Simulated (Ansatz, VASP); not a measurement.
Two plane-wave programs on Al

The input INCAR:

```
SYSTEM = Al
PREC     = Accurate       ! precision mode
ENCUT    = 600            ! plane-wave cutoff, eV
EDIFF    = 1E-6           ! SCF threshold, eV
ISMEAR   = -1             ! smearing method
SIGMA    = 0.1            ! smearing width, eV
LREAL    = .False.        ! projectors in reciprocal space
LASPH    = .True.         ! aspherical terms in the spheres
NELM     = 80             ! most SCF steps
ALGO     = Normal         ! electronic algorithm
ISIF     = 3              ! what is computed and relaxed
LWAVE    = .False.        ! write WAVECAR
LCHARG   = .False.        ! write CHGCAR
GGA      = RP             ! functional
IBRION   = 2              ! ionic algorithm
NSW      = 80             ! ionic steps
EDIFFG   = -0.01          ! ionic threshold
```

The input KPOINTS:

```
Automatic mesh
0
Gamma
  10 10 10
  0 0 0
```

File POSCAR:

```
Al
1.0
    0.0000000000      2.8194727963      2.8194727963
    2.8194727963      0.0000000000      2.8194727963
    2.8194727963      2.8194727963      0.0000000000
Al
2
Direct
    0.1250000000      0.1250000000      0.1250000000
    0.8750000000      0.8750000000      0.8750000000
```

Input for Ansatz:

```yaml
crystal:
  lattice:
    - [0.0, 2.8194727963, 2.8194727963]
    - [2.8194727963, 0.0, 2.8194727963]
    - [2.8194727963, 2.8194727963, 0.0]
  atoms:
    - { symbol: Al, position: [0.125, 0.125, 0.125] }
    - { symbol: Al, position: [0.875, 0.875, 0.875] }
hamiltonian:
  xc: rpbe
  pseudopotentials:
    kind: paw
    azcp:
      Al: "pseudopotentials/Al.paw.azcp"
basis:
  ecutwfc: 420
  fft_grid_basis: typed
kpoints:
  mp_grid: { grid: [10, 10, 10], shift: [0, 0, 0] }
magnetization:
  spin_polarized: false
scf:
  occupations: { method: fermi_dirac, width: 0.1 }
relax:
  max_steps: 60
  f_tol: 0.01
  cell: {}
```

Alike in both runs: task relaxation of cell and atoms; functional RPBE; k mesh 10 × 10 × 10; occupations fermi-dirac, width 0.1 eV; no spin polarisation.

```csv
,VASP,Ansatz
version,VASP 6.6.1,Ansatz 0.2.0
potentials or method,"VASP PAW PBE potentials, release 64 (Al), cutoff 600 eV","plane waves (420 eV) with PAW, scalar-relativistic"
valence electrons in the cell,6,6
```

Ansatz gave:

| Item | Value |
| --- | --- |
| relaxed volume (Å³/atom) | 28.34 |
| relaxed cell length with the largest relative difference (Å) | 4.312 |

Task: What did VASP give for the same quantities?

Result: Relaxed volume (Å³/atom): 28.29; relaxed cell length with the largest relative difference (Å): 4.309.

VASP's potentials were made for PBE, not for RPBE.

Noted on VASP's run: the volume moved by over 15 % at a fixed basis, so the end points are rough.
